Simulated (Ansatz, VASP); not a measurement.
## Cu in VASP and in Ansatz

INCAR

```
SYSTEM = Cu
PREC = Accurate
ENCUT = 520
EDIFF = 1E-6
ISMEAR = -1
SIGMA = 0.1
LREAL = .FALSE.
LASPH = .TRUE.
NELM = 60
ALGO = Normal
ISIF = 2
LWAVE = .FALSE.
LCHARG = .TRUE.
GGA = CA
LELF = .TRUE.
LVHAR = .TRUE.
NBANDS = 12
```

KPOINTS

```
Automatic mesh
0
G
  15 15 15
  0 0 0
```

POSCAR

```
Cu
1.0
    0.0000000000      1.7588202533      1.7588202533
    1.7588202533      0.0000000000      1.7588202533
    1.7588202533      1.7588202533      0.0000000000
Cu
1
Direct
    0.0000000000      0.0000000000      0.0000000000
```

Input for Ansatz:

```yaml
crystal:
  lattice:
    - [0.0, 1.7588202533, 1.7588202533]
    - [1.7588202533, 0.0, 1.7588202533]
    - [1.7588202533, 1.7588202533, 0.0]
  atoms:
    - { symbol: Cu, position: [0.0, 0.0, 0.0] }
hamiltonian:
  xc: lda
  pseudopotentials:
    kind: paw
    azcp:
      Cu: "pseudopotentials/Cu.paw.azcp"
basis:
  ecutwfc: 420
  fft_grid_basis: typed
kpoints:
  mp_grid: { grid: [15, 15, 15], shift: [0, 0, 0] }
magnetization:
  spin_polarized: false
scf:
  occupations: { method: fermi_dirac, width: 0.1 }
  lower_state_search: "off"
output:
  stress: true
```

Alike in both runs: task single point; functional LDA; k mesh 15 × 15 × 15; occupations fermi-dirac, width 0.1 eV; no spin polarisation.

```csv
,VASP,Ansatz
version,VASP 6.6.1,Ansatz 0.2.0
potentials or method,"VASP PAW LDA potentials, release 64 (Cu), cutoff 520 eV","plane waves (420 eV) with PAW, scalar-relativistic"
valence electrons in the cell,11,19
```

VASP gave:

| Property | Result |
| --- | --- |
| pressure (GPa) | 0.9 |

**Question.** Estimate Ansatz's values.

**Answer.** Pressure (GPa): 0.0.

Ansatz warns that its potentials were made for another functional, while VASP's fit it. LDA's correlation is that of Perdew and Zunger in VASP and of Perdew and Wang (1992) in Ansatz. VASP's potentials hold 11 valence electrons a cell and Ansatz's 19, so a difference there can come from the potentials and not from the codes.
